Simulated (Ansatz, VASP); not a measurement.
One calculation of YHf2O2, two programs

INCAR

```
SYSTEM = YHf2O2
PREC = Accurate ; ENCUT = 520
EDIFF = 1E-6 ; ISMEAR = 0
SIGMA = 0.1 ; LREAL = .False.
LASPH = .True. ; NELM = 80
ALGO = Normal ; ISIF = 2
LWAVE = .False. ; LCHARG = .False.
GGA = PE ; NBANDS = 30
```

KPOINTS

```
Automatic mesh
0
Gamma
  6 6 6
  0 0 0
```

Contents of POSCAR:

```
YHf2O2
1.0
    2.5321451600      1.4619346900      3.7334469300
   -2.5321451600      1.4619346900      3.7334469300
    0.0000000000     -2.9238693800      3.7334469300
Y Hf O
1 2 2
Direct
    0.0000000000      0.0000000000      0.0000000000
    0.6187131800      0.6187131800      0.6187131800
    0.3812868200      0.3812868200      0.3812868200
    0.2381584700      0.2381584700      0.2381584700
    0.7618415300      0.7618415300      0.7618415300
```

Input for Ansatz:

```yaml
crystal:
  lattice:
    - [2.53214516, 1.46193469, 3.73344693]
    - [-2.53214516, 1.46193469, 3.73344693]
    - [0.0, -2.92386938, 3.73344693]
  atoms:
    - { symbol: "Y", position: [0.0, 0.0, 0.0] }
    - { symbol: Hf, position: [0.61871318, 0.61871318, 0.61871318] }
    - { symbol: Hf, position: [0.38128682, 0.38128682, 0.38128682] }
    - { symbol: O, position: [0.23815847, 0.23815847, 0.23815847] }
    - { symbol: O, position: [0.76184153, 0.76184153, 0.76184153] }
basis:
  ecutwfc: 420
kpoints:
  mp_grid: { grid: [6, 6, 6] }
hamiltonian:
  xc: pbe
scf:
  occupations: { method: gaussian, width: 0.1 }
  lower_state_search: "off"
output:
  forces: true
  stress: true
  eigenvalues: true
```

Alike in both runs: task single point; functional PBE; k mesh 6 × 6 × 6; occupations gaussian, width 0.1 eV; no spin polarisation.

```csv
,VASP,Ansatz
version,VASP 6.6.1,Ansatz 0.2.0
potentials or method,"VASP PAW PBE potentials, release 64 (Y_sv, Hf_pv, O), cutoff 520 eV","scalar-relativistic, plane waves, PAW"
valence electrons in the cell,43,75
```

Ansatz gave:

| Property | Result |
| --- | --- |
| gap on the k mesh at the Fermi level (eV) | none |
| rms of the force components (eV/Å) | 6.620 |

Which values does VASP return?

gap on the k mesh at the Fermi level (eV): none; rms of the force components (eV/Å): 7.037.

Atom by atom the forces differ by 0.420 eV/Å (rms over components). A gap of «none» marks a metal or a gap that the smearing closes. With one functional, cell and mesh, what is left measures potentials, basis and numerics. VASP's potentials hold 43 valence electrons a cell and Ansatz's 75, so a difference there can come from the potentials and not from the codes.

Neither program's run includes spin-orbit coupling.
